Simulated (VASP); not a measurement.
Tc3Ge, 4 atoms in the cell. It takes space group Fm-3m (No. 225, cubic). Conventional cell: a = 6.010 Å, b = 6.010 Å, c = 6.010 Å, α = 90.00°, β = 90.00°, γ = 90.00°. Tc (site symmetry -43m) has 10 Tc at 2.60 to 3.01 Å and 4 Ge at 2.60 Å within 3.4 Å. Tc (site symmetry m-3m) has 8 Tc at 2.60 Å and 6 Ge at 3.01 Å within 3.4 Å. Within 3.4 Å of Ge (site symmetry m-3m) lie 14 Tc at 2.60 to 3.01 Å. 

```yaml
Program: VASP 6.6.1
Task: single point
Functional: r2SCAN
Potentials_or_basis: VASP PAW PBE potentials, release 64 (Tc_pv, Ge_d)
Cutoff: 520 eV
k_mesh: 7 × 7 × 7
Occupations: methfessel-paxton, width 0.15 eV
Spin: no spin polarisation
Dipole_correction: no
Further_INCAR_settings: ALGO = Normal; EDIFF = 1e-06; NBANDS = 34
```

Potentials or basis: VASP PAW PBE potentials, release 64 (Tc_pv, Ge_d).

Command:

```bash
$ cat potpaw_PBE.64/Tc_pv/POTCAR potpaw_PBE.64/Ge_d/POTCAR > POTCAR
$ cp INCAR.step1 INCAR
$ mpirun -np 1 vasp_std > vasp.out
$ cp INCAR.step2 INCAR
$ mpirun -np 1 vasp_std > vasp.out
```

Hardware: 1 thread of Intel(R) Xeon(R) 6975P-C (Granite Rapids), with other jobs on the host.

Problem. Estimate the wall time of this run.

Solution. It took 52 s on 1 thread of Intel(R) Xeon(R) 6975P-C (Granite Rapids), with other jobs on the host, peak memory 0.19 GiB. Counts: k points 20.
